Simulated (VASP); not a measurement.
# InSb (F-43m) in VASP: notebook

Runs on InSb. Level: r2SCAN. Tasks: single point.

Program: VASP 6.6.1. These are calculated values, not measurements. Logs are shortened: lines on timing, memory, paths and dates and some standing lists are left out, and cuts for length are marked.

**1. The cell of the first run**

Symmetry: F-43m, No. 216, cubic system. The conventional cell has a = 6.557 Å, b = 6.557 Å, c = 6.557 Å, α = 90.00°, β = 90.00°, γ = 90.00°. In (site symmetry -43m) has 4 Sb at 2.84 Å within 3.7 Å. Within 3.7 Å of Sb (site symmetry -43m) lie 4 In at 2.84 Å.

**2. Single point, r2SCAN**

Input file POSCAR:

```
InSb
1.0
    0.0000000000      3.2787290795      3.2787290795
    3.2787290795      0.0000000000      3.2787290795
    3.2787290795      3.2787290795      0.0000000000
In Sb
1 1
Direct
    0.0000000000      0.0000000000      0.0000000000
    0.7500000000      0.7500000000      0.7500000000
```

Input file INCAR.step1:

```
SYSTEM = InSb
PREC = Accurate
ENCUT = 520
ISMEAR = 0
SIGMA = 0.1
LREAL = .FALSE.
LASPH = .TRUE.
NELM = 60
NBANDS = 16
GGA = PE
ALGO = Normal
EDIFF = 1E-4
LWAVE = .TRUE.
LCHARG = .FALSE.
```

Input file INCAR.step2:

```
SYSTEM = InSb
PREC = Accurate
ENCUT = 520
EDIFF = 1E-6
ISMEAR = 0
SIGMA = 0.1
LREAL = .FALSE.
LASPH = .TRUE.
NELM = 60
ALGO = Normal
ISIF = 2
LWAVE = .FALSE.
LCHARG = .TRUE.
METAGGA = R2SCAN
LMIXTAU = .TRUE.
LELF = .TRUE.
LVHAR = .TRUE.
NBANDS = 16
ISTART = 1
```

Input file KPOINTS:

```
Automatic mesh
0
G
  14 14 14
  0 0 0
```

Potentials or basis: VASP PAW PBE potentials, release 64 (In_d, Sb).

Started as:

```console
cat potpaw_PBE.64/In_d/POTCAR potpaw_PBE.64/Sb/POTCAR > POTCAR
cp INCAR.step1 INCAR
mpirun -np 1 vasp_std > vasp.out
cp INCAR.step2 INCAR
mpirun -np 1 vasp_std > vasp.out
```

OUTCAR:

```text
SYSTEM = InSb
   PREC = Accurate
   ENCUT = 520
   EDIFF = 1E-6
   ISMEAR = 0
   LREAL = .FALSE.
   LASPH = .TRUE.
   NELM = 60
   ISIF = 2
   METAGGA = R2SCAN
   ISTART = 1

 ion  position               nearest neighbor table
   1  0.000  0.000  0.000-   2 2.84   2 2.84   2 2.84   2 2.84
   2  0.750  0.750  0.750-   1 2.84   1 2.84   1 2.84   1 2.84

  LATTYP: Found a face centered cubic cell.
 ALAT       =     6.5574581590

  Lattice vectors:

 A1 = (   0.0000000000,   3.2787290795,   3.2787290795)
 A2 = (   3.2787290795,   0.0000000000,   3.2787290795)
 A3 = (   3.2787290795,   3.2787290795,   0.0000000000)

Analysis of symmetry for initial positions (statically):
=====================================================================
 Subroutine PRICEL returns:
 Original cell was already a primitive cell.

 Routine SETGRP: Setting up the symmetry group for a
 face centered cubic supercell.

 Subroutine GETGRP returns: Found 24 space group operations
 (whereof 24 operations were pure point group operations)
 out of a pool of 48 trial point group operations.

The static configuration has the point symmetry T_d .

Analysis of symmetry for dynamics (positions and initial velocities):
=====================================================================
 Subroutine PRICEL returns:
 Original cell was already a primitive cell.

 Routine SETGRP: Setting up the symmetry group for a
 face centered cubic supercell.

 Subroutine GETGRP returns: Found 24 space group operations
 (whereof 24 operations were pure point group operations)
 out of a pool of 48 trial point group operations.

The dynamic configuration has the point symmetry T_d .

 Subroutine INISYM returns: Found 24 space group operations
 (whereof 24 operations are pure point group operations),
 and found     1 'primitive' translations

----------------------------------------------------------------------------------------

                                     Primitive cell

  volume of cell :      70.4931

  direct lattice vectors                    reciprocal lattice vectors
     0.000000000  3.278729080  3.278729080    -0.152498114  0.152498114  0.152498114
     3.278729080  0.000000000  3.278729080     0.152498114 -0.152498114  0.152498114
     3.278729080  3.278729080  0.000000000     0.152498114  0.152498114 -0.152498114

  length of vectors
     4.636823132  4.636823132  4.636823132     0.264134481  0.264134481  0.264134481

  position of ions in fractional coordinates (direct lattice)
     0.000000000  0.000000000  0.000000000
     0.750000000  0.750000000  0.750000000

  ion indices of the primitive-cell ions
   primitive index   ion index
                 1           1
                 2           2

----------------------------------------------------------------------------------------

 KPOINTS: Automatic mesh

Automatic generation of k-mesh.
 Grid dimensions read from file:
 generate k-points for:   14   14   14

 Generating k-lattice:

  Cartesian coordinates                     Fractional coordinates (reciprocal lattice)
    -0.010892722  0.010892722  0.010892722     0.071428571  0.000000000  0.000000000
     0.010892722 -0.010892722  0.010892722     0.000000000  0.071428571  0.000000000
     0.010892722  0.010892722 -0.010892722     0.000000000  0.000000000  0.071428571

  Length of vectors
     0.018866749  0.018866749  0.018866749

  Shift w.r.t. Gamma in fractional coordinates (k-lattice)
     0.000000000  0.000000000  0.000000000

 Subroutine IBZKPT returns following result:
 ===========================================

 Found    104 irreducible k-points:

 Following reciprocal coordinates:
            Coordinates               Weight
  0.000000  0.000000  0.000000      1.000000
  0.071429  0.000000  0.000000      8.000000
  0.142857  0.000000  0.000000      8.000000
  0.214286  0.000000  0.000000      8.000000
  0.285714  0.000000  0.000000      8.000000
  0.357143  0.000000  0.000000      8.000000
[... 16 lines left out ...]
  0.214286  0.142857  0.000000     24.000000
  0.285714  0.142857  0.000000     24.000000
 [... further k-points ...]
   k-points           NKPTS =    104   k-points in BZ     NKDIM =    104   number of bands    NBANDS=     16
   number of dos      NEDOS =    301   number of ions     NIONS =      2
   total plane-waves  NPLWV =  46656
   dimension x,y,z NGX =    36 NGY =   36 NGZ =   36
   dimension x,y,z NGXF=    72 NGYF=   72 NGZF=   72
   ions per type =               1   1
   NGX,Y,Z   is equivalent  to a cutoff of  12.91, 12.91, 12.91 a.u.
   NGXF,Y,Z  is equivalent  to a cutoff of  25.81, 25.81, 25.81 a.u.
 SYSTEM =  InSb
   PREC   = accura    normal or accurate (medium, high low for compatibility)
   ISTART =      1    job   : 0-new  1-cont  2-samecut
   ICHARG =      0    charge: 1-file 2-atom 10-const
   ISPIN  =      1    spin polarized calculation?
   LNONCOLLINEAR =      F non collinear calculations
   LSORBIT =      F    spin-orbit coupling
   LASPH  =      T    aspherical Exc in radial PAW
   ENCUT  =  520.0 eV  38.22 Ry    6.18 a.u.   8.62  8.62  8.62*2*pi/ulx,y,z
   NELM   =     60;   NELMIN=  2; NELMDL=  0     # of ELM steps
   EDIFF  = 0.1E-05   stopping-criterion for ELM
   LREAL  =      F    real-space projection
   EDIFFG = 0.1E-04   stopping-criterion for IOM
   NSW    =      0    number of steps for IOM
   IBRION =     -1    ionic relax: 0-MD 1-quasi-New 2-CG
   NFREE  =      0    steps in history (QN), initial steepest desc. (CG)
   ISIF   =      2    stress and relaxation
   ISYM   =      2    0-nonsym 1-usesym 2-fastsym
   POTIM  = 0.5000    time-step for ionic-motion
   TEBEG  =    0.0;   TEEND  =   0.0 temperature during run
   PSTRESS=    0.0 pullay stress
   NELECT =      18.0000    total number of electrons
   NUPDOWN=      -1.0000    fix difference up-down
   EMIN   =  10.00;   EMAX   =-10.00  energy-range for DOS
   EFERMI =   0.00;   METHOD = LEGACY
   ISMEAR =     0;   SIGMA  =   0.10  broadening in eV -4-tet -1-fermi 0-gaus
   EFERMI_NEDOS =   21; number of points for ismear=-14 and -15
   IALGO  =     38    algorithm
   IMIX   =      4    mixing-type and parameters
     AMIX     =   0.40;   BMIX     =  1.00
     AMIX_MAG =   1.60;   BMIX_MAG =  1.00
  volume/ion in A,a.u.               =      35.25       237.86
  Fermi-wavevector in a.u.,A,eV,Ry     =   1.038604  1.962678 14.676591  1.078699
  Thomas-Fermi vector in A             =   2.173096
   LORBIT       =      0    0 simple, 1 ext, 2 COOP (PROOUT), +10 PAW based schemes
   METAGGA = R2SCAN    functional components
   LHFCALC =     F    Hartree Fock is set to
   AEXX    =    0.0000 exact exchange contribution
   IVDW    =     0    specifies the selected vdW correction
   LEPSILON=     F    determine dielectric tensor
   LRPA    =     F    only Hartree local field effects (RPA)
 non-spin polarized calculation
 Gauss-broadening in eV      SIGMA  =   0.10
  energy-cutoff  :      520.00
  volume of cell :       70.49
 maximum number of plane-waves:      1917
   NGX = 17   NGY = 17   NGZ = 17

 number of electron      17.9999999 magnetization

 Free energy of the ion-electron system (eV)
  ---------------------------------------------------
  ext. energy  EPLUGINS =         0.00000000
  ---------------------------------------------------
  free energy    TOTEN  =       -48.76895407 eV

  energy without entropy =      -48.76885313  energy(sigma->0) =      -48.76890360

 E-fermi :   4.6217     XC(G=0):  -9.0815

 val. band max:        4.5607597411   @ k =   0.0000   0.0000   0.0000
 cond. band min:       5.3079871272   @ k =   0.5000   0.0000   0.0000
 fundamental gap:      0.7472273861
 Fermi energy:         4.6217466671

 k-point     1 :       0.0000    0.0000    0.0000
  band No.  band energies     occupation
      1     -10.4777      2.00000
      2     -10.4777      2.00000
      3     -10.4777      2.00000
      4     -10.3864      2.00000
      5     -10.3864      2.00000
      6      -6.3462      2.00000
[... 8 lines left out ...]
     15      13.1746      0.00000
     16      13.1746      0.00000

 k-point     2 :       0.0714    0.0000    0.0000
  band No.  band energies     occupation
      1     -10.4799      2.00000
      2     -10.4766      2.00000
      3     -10.4766      2.00000
      4     -10.3865      2.00000
      5     -10.3865      2.00000
      6      -6.2993      2.00000
[... 8 lines left out ...]
     15      12.7746      0.00000
     16      12.7746      0.00000

 k-point     3 :       0.1429    0.0000    0.0000
  band No.  band energies     occupation
      1     -10.4862      2.00000
      2     -10.4737      2.00000
      3     -10.4737      2.00000
      4     -10.3866      2.00000
      5     -10.3866      2.00000
      6      -6.1614      2.00000
[... 8 lines left out ...]
     15      12.3465      0.00000
     16      12.3465      0.00000

 k-point     4 :       0.2143    0.0000    0.0000
  band No.  band energies     occupation
      1     -10.4951      2.00000
      2     -10.4697      2.00000
      3     -10.4697      2.00000
      4     -10.3866      2.00000
      5     -10.3866      2.00000
      6      -5.9415      2.00000
[... 8 lines left out ...]
     15      12.1813      0.00000
     16      12.1813      0.00000

 k-point     5 :       0.2857    0.0000    0.0000
  band No.  band energies     occupation
      1     -10.5049      2.00000
      2     -10.4655      2.00000
      3     -10.4655      2.00000
      4     -10.3863      2.00000
      5     -10.3863      2.00000
      6      -5.6592      2.00000
[... 8 lines left out ...]
     15      12.3647      0.00000
     16      12.3647      0.00000

 k-point     6 :       0.3571    0.0000    0.0000
  band No.  band energies     occupation
      1     -10.5136      2.00000
      2     -10.4620      2.00000
      3     -10.4620      2.00000
      4     -10.3858      2.00000
      5     -10.3858      2.00000
      6      -5.3530      2.00000
[... 8 lines left out ...]
     15      12.8876      0.00000
     16      12.8876      0.00000

 k-point     7 :       0.4286    0.0000    0.0000
  band No.  band energies     occupation
      1     -10.5196      2.00000
      2     -10.4598      2.00000
      3     -10.4598      2.00000
      4     -10.3852      2.00000
      5     -10.3852      2.00000
      6      -5.0951      2.00000
[... 8 lines left out ...]
     15      13.6346      0.00000
     16      13.6346      0.00000

 k-point     8 :       0.5000    0.0000    0.0000
  band No.  band energies     occupation
      1     -10.5217      2.00000
      2     -10.4590      2.00000
      3     -10.4590      2.00000
      4     -10.3850      2.00000
      5     -10.3850      2.00000
      6      -4.9893      2.00000
[... 8 lines left out ...]
     15      14.1888      0.00000
     16      14.1888      0.00000

 k-point     9 :       0.0714    0.0714    0.0000
  band No.  band energies     occupation
      1     -10.4819      2.00000
      2     -10.4757      2.00000
      3     -10.4757      2.00000
      4     -10.3871      2.00000
      5     -10.3860      2.00000
      6      -6.2836      2.00000
[... 8 lines left out ...]
     15      12.2689      0.00000
     16      13.2287      0.00000
[... 172 lines left out ...]
 k-point    19 :      -0.2143    0.0714    0.0000
  band No.  band energies     occupation
      1     -10.5005      2.00000
      2     -10.4684      2.00000
      3     -10.4658      2.00000
      4     -10.3878      2.00000
      5     -10.3856      2.00000
      6      -5.8142      2.00000
[... 8 lines left out ...]
     15      12.0365      0.00000
     16      12.8238      0.00000

 k-point    20 :      -0.1429    0.0714    0.0000
  band No.  band energies     occupation
      1     -10.4914      2.00000
      2     -10.4725      2.00000
      3     -10.4700      2.00000
      4     -10.3877      2.00000
      5     -10.3858      2.00000
      6      -6.0563      2.00000
[... 8 lines left out ...]
     15      11.9617      0.00000
     16      12.4441      0.00000

 k-point    21 :      -0.0714    0.0714    0.0000
  band No.  band energies     occupation
      1     -10.4840      2.00000
      2     -10.4755      2.00000
      3     -10.4739      2.00000
      4     -10.3871      2.00000
      5     -10.3861      2.00000
      6      -6.2220      2.00000
[... 8 lines left out ...]
     15      12.2214      0.00000
     16      12.6066      0.00000

 k-point    22 :       0.1429    0.1429    0.0000
  band No.  band energies     occupation
      1     -10.4933      2.00000
      2     -10.4699      2.00000
      3     -10.4699      2.00000
      4     -10.3891      2.00000
      5     -10.3847      2.00000
      6      -6.0989      2.00000
[... 8 lines left out ...]
     15      11.9838      0.00000
     16      13.3905      0.00000

 k-point    23 :       0.2143    0.1429    0.0000
  band No.  band energies     occupation
      1     -10.5010      2.00000
      2     -10.4663      2.00000
      3     -10.4658      2.00000
      4     -10.3904      2.00000
      5     -10.3840      2.00000
      6      -5.9352      2.00000
[... 8 lines left out ...]
     15      12.5917      0.00000
     16      13.2937      0.00000

 k-point    24 :       0.2857    0.1429    0.0000
  band No.  band energies     occupation
      1     -10.5092      2.00000
      2     -10.4628      2.00000
      3     -10.4614      2.00000
      4     -10.3911      2.00000
      5     -10.3835      2.00000
      6      -5.6966      2.00000
[... 8 lines left out ...]
     15      13.0038      0.00000
     16      13.2962      0.00000

 [... further k-points ...]

------------------------ aborting loop because EDIFF is reached ----------------------------------------

  FORCE on cell =-STRESS in cart. coord.  units (eV):
  Direction    XX          YY          ZZ          XY          YZ          ZX
  --------------------------------------------------------------------------------------
  -------------------------------------------------------------------------------------
  Total       -0.0182165     -0.0182165     -0.0182165     -0.0000000      0.0000000     -0.0000000
  in kB       -0.4140266     -0.4140266     -0.4140266     -0.0000000      0.0000000     -0.0000000
  external PRESSURE =      -0.4140266 kB  Pullay stress =       0.0000000 kB

 VOLUME and BASIS-vectors are now :
 -----------------------------------------------------------------------------
  energy-cutoff  :      520.00
  volume of cell :       70.49
      direct lattice vectors                 reciprocal lattice vectors
     0.000000000  3.278729080  3.278729080    -0.152498114  0.152498114  0.152498114
     3.278729080  0.000000000  3.278729080     0.152498114 -0.152498114  0.152498114
     3.278729080  3.278729080  0.000000000     0.152498114  0.152498114 -0.152498114

 POSITION                                       TOTAL-FORCE (eV/Angst)
 -----------------------------------------------------------------------------------
      0.00000      0.00000      0.00000        -0.000000     -0.000000     -0.000000
      4.91809      4.91809      4.91809         0.000000      0.000000      0.000000
 -----------------------------------------------------------------------------------
    total drift:                                0.000001      0.000001      0.000001

  FREE ENERGIE OF THE ION-ELECTRON SYSTEM (eV)
  ---------------------------------------------------
  free  energy   TOTEN  =       -48.7689540655 eV

  energy  without entropy=      -48.7688531303  energy(sigma->0) =      -48.76890360
```

It took 5.7 min on 1 thread of AMD EPYC 9R14 (Zen 4), shared host; peak memory 0.27 GiB.

Results:

```
Free energy            : -48.7690 eV
Pressure               : 0.0 GPa
Band gap on the k mesh : 0.02 eV
```

Levels at points of the mesh, in eV from the valence-band top:
```csv
k point,band 7,band 8,band 9,band 10,band 11,band 12
"(0.00, 0.00, 0.00)",0.00,0.00,0.00,0.02,3.22,3.22
"(0.50, 0.00, 0.00)",-5.60,-0.99,-0.99,0.77,4.09,4.09
"(0.50, 0.50, 0.00)",-5.91,-2.24,-2.24,1.57,1.63,8.52
```

Caveat: the smearing spreads over this small gap; semilocal functionals underestimate gaps, and a narrow one can read as zero; the PAW data sets were made with another functional, which shifts forces and pressure a little; spin-orbit coupling is left out, which moves the levels of the heavy elements.

**3. Single point, r2SCAN**

Input file POSCAR:

```
InSb
1.0
    0.0000000000      3.2792181133      3.2792181133
    3.2792181133      0.0000000000      3.2792181133
    3.2792181133      3.2792181133      0.0000000000
In Sb
1 1
Direct
    0.0000000000      0.0000000000      0.0000000000
    0.7500000000      0.7500000000      0.7500000000
```

Input file INCAR.step1:

```
PREC = Accurate ; ENCUT = 520
ISMEAR = -1 ; SIGMA = 0.15
LREAL = F ; LASPH = T
NELM = 80 ; NBANDS = 16
GGA = PE ; ALGO = Normal
EDIFF = 1E-4 ; LWAVE = T
LCHARG = F
```

Input file INCAR.step2:

```
PREC = Accurate ; ENCUT = 520
EDIFF = 1E-7 ; ISMEAR = -1
SIGMA = 0.15 ; LREAL = F
LASPH = T ; NELM = 80
ALGO = Normal ; ISIF = 2
LWAVE = F ; LCHARG = F
METAGGA = R2SCAN ; LMIXTAU = T
NBANDS = 16 ; ISTART = 1
```

Input file KPOINTS:

```
Automatic mesh
0
Gamma
  14 14 14
```

Potentials or basis: VASP PAW PBE potentials, release 64 (In_d, Sb).

Started as:

```console
cat potpaw_PBE.64/In_d/POTCAR potpaw_PBE.64/Sb/POTCAR > POTCAR
cp INCAR.step1 INCAR
mpirun -np 1 vasp_std > vasp.out
cp INCAR.step2 INCAR
mpirun -np 1 vasp_std > vasp.out
```

It took 7.6 min on 1 thread of AMD EPYC 9R14 (Zen 4), shared host; peak memory 0.27 GiB.

The run converged. Its results:

* Free energy: -48.7698 eV
* Pressure: 0.0 GPa
* Band gap on the k mesh: 0.02 eV

Levels at points of the mesh, in eV from the valence-band top:
| k point | band 7 | band 8 | band 9 | band 10 | band 11 | band 12 |
| --- | --- | --- | --- | --- | --- | --- |
| (0.00, 0.00, 0.00) | 0.00 | 0.00 | 0.00 | 0.02 | 3.22 | 3.22 |
| (0.50, 0.00, 0.00) | -5.60 | -0.99 | -0.99 | 0.76 | 4.09 | 4.09 |
| (0.50, 0.50, 0.00) | -5.91 | -2.23 | -2.23 | 1.57 | 1.63 | 8.51 |

Caveat: the smearing spreads over this small gap; semilocal functionals underestimate gaps, and a narrow one can read as zero; the PAW data sets were made with another functional, which shifts forces and pressure a little; spin-orbit coupling is left out, which moves the levels of the heavy elements.

The gap in the log of VASP goes by the Fermi energy; the results here count the filled bands.